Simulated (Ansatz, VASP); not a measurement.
# One calculation of Hf, two programs

INCAR

```
SYSTEM = Hf
PREC = Accurate
ENCUT = 520
EDIFF = 1E-6
ISMEAR = -1
SIGMA = 0.1
LREAL = .FALSE.
LASPH = .TRUE.
NELM = 100
ALGO = Normal
ISIF = 2
LWAVE = .FALSE.
LCHARG = .FALSE.
GGA = B5
ALDAX = 1.0
AGGAX = 1.0
AGGAC = 1.0
ALDAC = 0.0
NBANDS = 11
```

File KPOINTS:

```
regular mesh
0
G
  12 12 12
  0 0 0
```

POSCAR

```
Hf
1.0
    2.9555014802      0.0000000000      0.0000000000
    0.0000000000      2.9555014802      0.0000000000
    0.0000000000      0.0000000000      2.9555014802
Hf
1
Direct
    0.0000000000      0.0000000000      0.0000000000
```

Input for Ansatz:

```yaml
crystal:
  lattice:
    - [2.9555014802, 0.0, 0.0]
    - [0.0, 2.9555014802, 0.0]
    - [0.0, 0.0, 2.9555014802]
  atoms:
    - { symbol: Hf, position: [0.0, 0.0, 0.0] }
hamiltonian:
  xc: blyp
  pseudopotentials:
    kind: paw
    azcp:
      Hf: "pseudopotentials/Hf.paw.azcp"
basis:
  ecutwfc: 420
  fft_grid_basis: typed
kpoints:
  mp_grid: { grid: [12, 12, 12], shift: [0, 0, 0] }
magnetization:
  spin_polarized: false
scf:
  occupations: { method: fermi_dirac, width: 0.1 }
  lower_state_search: "off"
output:
  stress: true
  write_density: true
  write_potential: true
  elf: true
  volumetric_format: npy
```

Alike in both runs: task single point; functional BLYP; k mesh 12 × 12 × 12; occupations fermi-dirac, width 0.1 eV; no spin polarisation.

|  | VASP | Ansatz |
| --- | --- | --- |
| version | VASP 6.6.1 | Ansatz 0.2.0 |
| potentials or method | VASP PAW PBE potentials, release 64 (Hf_pv), cutoff 520 eV | plane waves (420 eV) with PAW, scalar-relativistic |
| valence electrons in the cell | 10 | 26 |

|  | VASP | Ansatz | Ansatz less VASP |
| --- | --- | --- | --- |
| pressure (GPa) | 0.1 | 0.1 | 0.00 |

VASP's potentials were made for PBE, not for BLYP. VASP's potentials hold 10 valence electrons a cell and Ansatz's 26, so a difference there can come from the potentials and not from the codes.

Spin-orbit coupling is off throughout.
